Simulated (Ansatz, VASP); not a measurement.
Nb: VASP beside Ansatz

```
CELL_PARAMETERS angstrom
-1.65113 1.65113 1.65113
1.65113 -1.65113 1.65113
1.65113 1.65113 -1.65113
ATOMIC_POSITIONS crystal
Nb 0.00000 0.00000 0.00000
```

Alike in both runs: task single point; functional r2SCAN; k mesh 13 × 13 × 13; occupations methfessel-paxton of order 1, width 0.1 eV; no spin polarisation.

|  | VASP | Ansatz |
| --- | --- | --- |
| version | VASP 6.6.1 | Ansatz 0.2.0 |
| potentials or method | VASP PAW PBE potentials, release 64 (Nb_sv), cutoff 520 eV | plane waves (500 eV) with PAW, scalar-relativistic |
| valence electrons in the cell | 13 | 13 |

VASP gave:

* pressure (GPa): -0.8

What did Ansatz give for the same quantities?

Pressure (GPa): -0.6.

VASP's potentials were made for PBE, not for r2SCAN.
